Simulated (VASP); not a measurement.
# WSe2 (P2_1/m) in VASP: single point with PBE

Aim: the single point of WSe2 with PBE.

Everything below comes from runs of VASP 6.6.1. Logs are shortened: lines on timing, memory, paths and dates and some standing lists are left out, and cuts for length are marked.

## (1) The cell of the first run

Symmetry: P2_1/m, No. 11, monoclinic system. The conventional cell has a = 3.321 Å, b = 15.257 Å, c = 3.321 Å, α = 90.00°, β = 120.00°, γ = 90.00°. Within 3.4 Å of W (site symmetry m) lie 6 Se at 2.55 Å and 6 W at 3.32 Å. Se (site symmetry 1) has 3 W at 2.55 Å and 7 Se at 3.32 to 3.36 Å within 3.4 Å.

## (2) Single point, PBE (atoms displaced along a vibrational mode)

INCAR reads:

```
SYSTEM = WSe2
PREC = Accurate
ENCUT = 520
EDIFF = 1E-7
ISMEAR = 0
SIGMA = 0.05
LREAL = .FALSE.
LASPH = .TRUE.
NELM = 100
ALGO = Normal
ISIF = 2
LWAVE = .FALSE.
LCHARG = .TRUE.
GGA = PE
LELF = .TRUE.
LVHAR = .TRUE.
NBANDS = 35
```

KPOINTS reads:

```
Automatic mesh
0
G
  12 12 2
  0 0 0
```

POSCAR reads:

```
WSe2
1.0
    3.3206937274      0.0000000000      0.0000000000
   -1.6603468637      2.8758051261      0.0000000000
    0.0000000000      0.0000000000     15.2573262715
W Se
2 4
Direct
    0.2997457419      0.6420788432      0.2500000000
    0.7002542581      0.3579211568      0.7500000000
    0.3669213473      0.6912547994      0.6400199235
    0.6330786527      0.3087452006      0.1400199235
    0.3669213473      0.6912547994      0.8599800765
    0.6330786527      0.3087452006      0.3599800765
```

Potentials or basis: VASP PAW PBE potentials, release 64 (W_sv, Se).

Command:

```bash
cat potpaw_PBE.64/W_sv/POTCAR potpaw_PBE.64/Se/POTCAR > POTCAR
mpirun -np 1 vasp_std > vasp.out
```

OUTCAR:

```text
SYSTEM = WSe2
   PREC = Accurate
   ENCUT = 520
   EDIFF = 1E-7
   ISMEAR = 0
   LREAL = .FALSE.
   LASPH = .TRUE.
   NELM = 100
   ISIF = 2
   GGA = PE

 ion  position               nearest neighbor table
   1  0.300  0.642  0.250-   4 2.55   6 2.55   4 2.55   6 2.55   4 2.55   6 2.55
   2  0.700  0.358  0.750-   3 2.55   5 2.55   3 2.55   5 2.55   3 2.55   5 2.55
   3  0.367  0.691  0.640-   2 2.55   2 2.55   2 2.55
   4  0.633  0.309  0.140-   1 2.55   1 2.55   1 2.55
   5  0.367  0.691  0.860-   2 2.55   2 2.55   2 2.55
   6  0.633  0.309  0.360-   1 2.55   1 2.55   1 2.55

  LATTYP: Found a hexagonal cell.
 ALAT       =     3.3206937274
 C/A-ratio  =     4.5946201378

  Lattice vectors:

 A1 = (   3.3206937274,   0.0000000000,   0.0000000000)
 A2 = (  -1.6603468637,   2.8758051261,   0.0000000000)
 A3 = (   0.0000000000,   0.0000000000,  15.2573262715)

Analysis of symmetry for initial positions (statically):
=====================================================================
 Subroutine PRICEL returns:
 Original cell was already a primitive cell.

 Routine SETGRP: Setting up the symmetry group for a
 hexagonal supercell.

 Subroutine GETGRP returns: Found  4 space group operations
 (whereof  2 operations were pure point group operations)
 out of a pool of 24 trial point group operations.

The static configuration has the point symmetry S_2 .
 The point group associated with its full space group is C_2h.

Analysis of symmetry for dynamics (positions and initial velocities):
=====================================================================
 Subroutine PRICEL returns:
 Original cell was already a primitive cell.

 Routine SETGRP: Setting up the symmetry group for a
 hexagonal supercell.

 Subroutine GETGRP returns: Found  4 space group operations
 (whereof  2 operations were pure point group operations)
 out of a pool of 24 trial point group operations.

The dynamic configuration has the point symmetry S_2 .
 The point group associated with its full space group is C_2h.

 Subroutine INISYM returns: Found  4 space group operations
 (whereof  2 operations are pure point group operations),
 and found     1 'primitive' translations

----------------------------------------------------------------------------------------

                                     Primitive cell

  volume of cell :     145.7024

  direct lattice vectors                    reciprocal lattice vectors
[... 98 lines left out ...]
   NSW    =      0    number of steps for IOM
   IBRION =     -1    ionic relax: 0-MD 1-quasi-New 2-CG
   NFREE  =      0    steps in history (QN), initial steepest desc. (CG)
   ISIF   =      2    stress and relaxation
   ISYM   =      2    0-nonsym 1-usesym 2-fastsym
   POTIM  = 0.5000    time-step for ionic-motion
   TEBEG  =    0.0;   TEEND  =   0.0 temperature during run
   PSTRESS=    0.0 pullay stress
   NELECT =      52.0000    total number of electrons
   NUPDOWN=      -1.0000    fix difference up-down
   EMIN   =  10.00;   EMAX   =-10.00  energy-range for DOS
   EFERMI =   0.00;   METHOD = LEGACY
   ISMEAR =     0;   SIGMA  =   0.05  broadening in eV -4-tet -1-fermi 0-gaus
   EFERMI_NEDOS =   21; number of points for ismear=-14 and -15
   IALGO  =     38    algorithm
   IMIX   =      4    mixing-type and parameters
     AMIX     =   0.40;   BMIX     =  1.00
     AMIX_MAG =   1.60;   BMIX_MAG =  1.00
  volume/ion in A,a.u.               =      24.28       163.87
  Fermi-wavevector in a.u.,A,eV,Ry     =   1.161236  2.194417 18.347025  1.348468
  Thomas-Fermi vector in A             =   2.297810
   LORBIT       =      0    0 simple, 1 ext, 2 COOP (PROOUT), +10 PAW based schemes
   GGA     = PE    functional components
   LHFCALC =     F    Hartree Fock is set to
   AEXX    =    0.0000 exact exchange contribution
   IVDW    =     0    specifies the selected vdW correction
   LEPSILON=     F    determine dielectric tensor
   LRPA    =     F    only Hartree local field effects (RPA)
 non-spin polarized calculation
 Gauss-broadening in eV      SIGMA  =   0.05
  energy-cutoff  :      520.00
  volume of cell :      145.70
 maximum number of plane-waves:      3948
 NGX is ok and might be reduce to    28
   NGX = 13   NGY = 13   NGZ = 57

 number of electron      51.9999998 magnetization

 Free energy of the ion-electron system (eV)
  ---------------------------------------------------
  ext. energy  EPLUGINS =         0.00000000
  ---------------------------------------------------
  free energy    TOTEN  =       -43.25627560 eV

  energy without entropy =      -43.25627560  energy(sigma->0) =      -43.25627560

 E-fermi :   4.4250     XC(G=0):  -9.5155

 val. band max:        4.1555322866   @ k =   0.3333   0.3333   0.0000
 cond. band min:       5.6328400306   @ k =  -0.1667   0.3333   0.0000
 fundamental gap:      1.4773077440
 Fermi energy:         4.4249705238

 k-point     1 :       0.0000    0.0000    0.0000
  band No.  band energies     occupation
      1     -69.9461      2.00000
      2     -69.9461      2.00000
      3     -34.1651      2.00000
      4     -34.1651      2.00000
      5     -34.0636      2.00000
      6     -34.0636      2.00000
[... 901 lines left out ...]
     34       8.0046      0.00000
     35      10.1536      0.00000

 [... further k-points ...]

------------------------ aborting loop because EDIFF is reached ----------------------------------------

  FORCE on cell =-STRESS in cart. coord.  units (eV):
  Direction    XX          YY          ZZ          XY          YZ          ZX
  --------------------------------------------------------------------------------------
  -------------------------------------------------------------------------------------
  Total        0.2067888      0.2078148      0.3090498     -0.0008665      0.0000000      0.0000000
  in kB        2.2738977      2.2851792      3.3983830     -0.0095284      0.0000000      0.0000000
  external PRESSURE =       2.6524866 kB  Pullay stress =       0.0000000 kB

 VOLUME and BASIS-vectors are now :
 -----------------------------------------------------------------------------
  energy-cutoff  :      520.00
  volume of cell :      145.70
      direct lattice vectors                 reciprocal lattice vectors
     3.320693727  0.000000000  0.000000000     0.301141894  0.173864354  0.000000000
    -1.660346864  2.875805126  0.000000000     0.000000000  0.347728708  0.000000000
     0.000000000  0.000000000 15.257326272     0.000000000  0.000000000  0.065542283

 POSITION                                       TOTAL-FORCE (eV/Angst)
 -----------------------------------------------------------------------------------
     -0.07071      1.84649      3.81433         0.000615      0.000756     -0.000000
      1.73106      1.02931     11.44299        -0.000615     -0.000756     -0.000000
      0.07071      1.98791      9.76499        -0.000288     -0.000316     -0.047992
      1.58964      0.88789      2.13633         0.000288      0.000316     -0.047992
      0.07071      1.98791     13.12100        -0.000288     -0.000316      0.047992
      1.58964      0.88789      5.49233         0.000288      0.000316      0.047992
 -----------------------------------------------------------------------------------
    total drift:                                0.000000     -0.000000      0.000000

  FREE ENERGIE OF THE ION-ELECTRON SYSTEM (eV)
  ---------------------------------------------------
  free  energy   TOTEN  =       -43.2562756034 eV

  energy  without entropy=      -43.2562756034  energy(sigma->0) =      -43.25627560
```

stdout:

```text
POSCAR found type information on POSCAR W Se
 POSCAR found :  2 types and       6 ions
 scaLAPACK will be used
 LDA part: xc-table for (Slater+PW92), standard interpolation
 POSCAR, INCAR and KPOINTS ok, starting setup
 FFT: planning ... GRIDC
 FFT: planning ... GRID_SOFT
 FFT: planning ... GRID
 WAVECAR not read
 entering main loop
```

Run time: 18 min. Hardware: 1 thread of Intel Xeon Platinum 8488C (Sapphire Rapids), shared host; peak memory 0.71 GiB.

Results:

```yaml
Free_energy: -43.2563 eV
Pressure: 0.3 GPa
Largest_force: 0.048 eV/Å
Band_gap_on_the_k_mesh: 1.48 eV (least direct gap 1.53 eV)
```

Forces on the atoms (eV/Å):
```
W    0.001  0.001  0.000
W   -0.001 -0.001  0.000
Se   0.000  0.000 -0.048
Se   0.000  0.000 -0.048
Se   0.000  0.000  0.048
Se   0.000  0.000  0.048
```

Stress tensor (GPa, compression positive):
```
0.23 0.00 0.00
0.00 0.23 0.00
0.00 0.00 0.34
```

Caveat: the cell differs from its parent crystal (atoms displaced along a vibrational mode); spin-orbit coupling is left out, which moves the levels of the heavy elements; this functional lacks dispersion, which binds layers or chains, so the pressure and a relaxed spacing across them are unreliable. A k mesh can miss the band edges.
